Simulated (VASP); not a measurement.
Wanted: the native input for a VASP 6.6.1 run.

```
Task                   : single point
Functional             : PBE
Potentials or basis    : VASP PAW PBE potentials, release 64 (Ta_pv, Br)
Cutoff                 : 520 eV
k mesh                 : 10 × 10 × 10
Occupations            : gaussian, width 0.1 eV
Spin                   : no spin polarisation
Dipole correction      : no
Further INCAR settings : ALGO = Normal; EDIFF = 1e-06; NBANDS = 38
```

The structure of Ta2Br lies in POSCAR:

```
Ta2Br
1.0
   -3.3449729909      3.3449729909      2.8233332871
    3.3449729909     -3.3449729909      2.8233332871
    3.3449729909      3.3449729909     -2.8233332871
Ta Br
4 2
Direct
    0.8750000000      0.1250000000      0.2500000000
    0.8750000000      0.6250000000      0.7500000000
    0.3750000000      0.1250000000      0.2500000000
    0.8750000000      0.1250000000      0.7500000000
    0.2500000000      0.7500000000      0.5000000000
    0.5000000000      0.5000000000      0.0000000000
```

The cell was generated, and may not be a known phase.

These files were run (other wordings do the same):

INCAR

```
SYSTEM = Ta2Br
ALGO     = Normal         ! electronic algorithm
EDIFF    = 1E-6           ! SCF threshold, eV
ENCUT    = 520            ! plane-wave cutoff, eV
GGA      = PE             ! functional
ISIF     = 2              ! what is computed and relaxed
ISMEAR   = 0              ! smearing method
LASPH    = .TRUE.         ! aspherical terms in the spheres
LCHARG   = .FALSE.        ! write CHGCAR
LREAL    = .FALSE.        ! projectors in reciprocal space
LWAVE    = .FALSE.        ! write WAVECAR
NBANDS   = 38             ! bands
NELM     = 80             ! most SCF steps
PREC     = Accurate       ! precision mode
SIGMA    = 0.1            ! smearing width, eV
```

KPOINTS

```
k-points
0
G
  10 10 10
  0 0 0
```

Potentials or basis: VASP PAW PBE potentials, release 64 (Ta_pv, Br).

Launch:

```console
$ cat potpaw_PBE.64/Ta_pv/POTCAR potpaw_PBE.64/Br/POTCAR > POTCAR
$ mpirun -np 1 vasp_std > vasp.out
```

Results of the run:

```yaml
Pressure: 0.1 GPa
Band_gap_on_the_k_mesh: zero (bands 29 and 30 overlap by 1.36 eV)
```

Caveat: spin-orbit coupling is left out, which moves the levels of the heavy elements.

Wall time 14 min on 1 thread of Intel Xeon 8259CL (shared host), peak memory 0.52 GiB.
